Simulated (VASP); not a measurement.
Here is a VASP 6.6.1 calculation.

INCAR

```
SYSTEM = Mg
ALGO     = Normal         ! electronic algorithm
EDIFF    = 1E-6           ! SCF threshold, eV
ENCUT    = 520            ! plane-wave cutoff, eV
GGA      = PE             ! functional
ISIF     = 2              ! what is computed and relaxed
ISMEAR   = -1             ! smearing method
LASPH    = .True.         ! aspherical terms in the spheres
LCHARG   = .False.        ! write CHGCAR
LREAL    = .False.        ! projectors in reciprocal space
LWAVE    = .False.        ! write WAVECAR
NBANDS   = 10             ! bands
NELM     = 60             ! most SCF steps
PREC     = Accurate       ! precision mode
SIGMA    = 0.1            ! smearing width, eV
```

File KPOINTS:

```
k-points
0
Gamma
  9 9 13
  0 0 0
```

POSCAR

```
Mg
1.0
    4.0552541389      0.0000000000      0.0000000000
   -2.0276270694      3.5119531031      0.0000000000
    0.0000000000      0.0000000000      2.4220068637
Mg
3
Direct
    0.0000000000      0.0000000000      0.0000000000
    0.3333333333      0.6666666667      0.5000000000
    0.6666666667      0.3333333333      0.5000000000
```

Potentials or basis: VASP PAW PBE potentials, release 64 (Mg).

Run with:

```bash
$ cat potpaw_PBE.64/Mg/POTCAR > POTCAR
$ mpirun -np 1 vasp_std > vasp.out
```

(1) Estimate the band gap on the k mesh.

(2) Predict the pressure.

Results:

(1) zero (band 3 reaches 11.51 eV, above the bottom of band 4 at 6.57 eV).

(2) 95.7 GPa.
